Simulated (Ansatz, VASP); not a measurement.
# Two plane-wave programs on Al2Si

```
Al Si
1.0
    -1.71754    1.71754    4.07769
     1.71754   -1.71754    4.07769
     1.71754    1.71754   -4.07769
Al Si
2 1
Direct
  0.66317 0.66317 0.00000
  0.33683 0.33683 0.00000
  0.00000 0.00000 0.00000
```

Alike in both runs: functional PBE; k mesh 20 × 20 × 20; occupations gaussian, width 0.1 eV; no spin polarisation.

Ansatz relaxed the structure, and its values are those at the end. VASP's run is a single point on that final structure, the one shown.

|  | VASP | Ansatz |
| --- | --- | --- |
| version | VASP 6.6.1 | Ansatz 0.2.0 |
| potentials or method | VASP PAW PBE potentials, release 64 (Al, Si), cutoff 520 eV | scalar-relativistic, plane waves, PAW |
| valence electrons in the cell | 10 | 10 |

|  | VASP | Ansatz | Ansatz less VASP |
| --- | --- | --- | --- |
| gap on the k mesh at the Fermi level (eV) | none | none | - |
| pressure (GPa) | 0.0 | 0.0 | +0.04 |

A gap of «none» marks a metal or a gap that the smearing closes.
